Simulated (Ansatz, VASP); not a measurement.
## PtSe2: VASP beside Ansatz

```xyz
3
Lattice="3.8778 0.0000 0.0000 -1.9389 3.3583 0.0000 0.0000 0.0000 4.5611" Properties=species:S:1:pos:R:3 pbc="T T T"
Pt    0.0000    0.0000    0.0000
Se    0.0000    2.2389    1.2111
Se    1.9389    1.1194    3.3500
```

Alike in both runs: task single point; functional PBE; dispersion D3(BJ); k mesh 12 × 12 × 8; occupations gaussian, width 0.15 eV; no spin polarisation.

|  | VASP | Ansatz |
| --- | --- | --- |
| version | VASP 6.6.1 | Ansatz 0.2.0 |
| potentials or method | VASP PAW PBE potentials, release 64 (Pt, Se), cutoff 520 eV | scalar-relativistic, plane waves, PAW |
| valence electrons in the cell | 22 | 50 |

```csv
,VASP,Ansatz,Ansatz less VASP
gap on the k mesh at the Fermi level (eV),none,none,-
pressure (GPa),-2.4,-2.3,+0.03
"traceless stress, the component that is largest in VASP (GPa)",3.85,3.85,0.000
rms of the force components (eV/Å),0.021,0.018,-0.0023
```

Atom by atom the forces differ by 0.002 eV/Å (rms over components). A gap of «none» marks a metal or a gap that the smearing closes. VASP's potentials hold 22 valence electrons a cell and Ansatz's 50, so a difference there can come from the potentials and not from the codes.

Neither program's run includes spin-orbit coupling.
